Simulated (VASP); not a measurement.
Set up this calculation in VASP 6.6.1, as the native input.

- Task: relaxation of shape and atoms at fixed volume
- Functional: PBE
- Potentials or basis: VASP PAW PBE potentials, release 64 (C, O)
- Cutoff: 600 eV
- k mesh: 8 × 8 × 8
- Occupations: gaussian, width 0.02 eV
- Spin: no spin polarisation
- Dipole correction: no
- Further INCAR settings: ALGO = Normal; EDIFF = 1e-06; IBRION = 2; EDIFFG = -0.01; NSW = 50; ISIF = 4

The structure of CO2 lies in POSCAR:

```
CO2
1.0
   -2.0021154547      2.0021154547      3.0208545287
    2.0021154547     -2.0021154547      3.0208545287
    2.0021154547      2.0021154547     -3.0208545287
C O
2 4
Direct
    0.0000000000      0.0000000000      0.0000000000
    0.7500000000      0.2500000000      0.5000000000
    0.3750000000      0.2893001686      0.4143001686
    0.7106998314      0.1250000000      0.0856998314
    0.8750000000      0.9606998314      0.5856998314
    0.0393001686      0.6250000000      0.9143001686
```

This cell differs from its parent crystal: volume scaled by 1.03.

These files were run (other wordings do the same):

INCAR

```
ALGO = Normal
EDIFF = 1E-6
EDIFFG = -0.01
ENCUT = 600
GGA = PE
IBRION = 2
ISIF = 4
ISMEAR = 0
LASPH = T
LCHARG = F
LREAL = F
LWAVE = F
NELM = 60
NSW = 50
PREC = Accurate
SIGMA = 0.02
```

KPOINTS

```
k-points
0
Gamma
  8 8 8
```

Potentials or basis: VASP PAW PBE potentials, release 64 (C, O).

Run with:

```bash
$ cat potpaw_PBE.64/C/POTCAR potpaw_PBE.64/O/POTCAR > POTCAR
$ mpirun -np 1 vasp_std > vasp.out
```

Results of the run:

```
Energy gained by relaxing : 1.7 meV/atom
Ionic steps               : 5
Pressure after relaxing   : -3.7 GPa
Band gap on the k mesh    : 7.57 eV, indirect (least direct gap 7.97 eV)
```

Wall time 3.4 min on 1 thread of Oxide Virtual Turin-like Processor (shared host), peak memory 0.19 GiB.
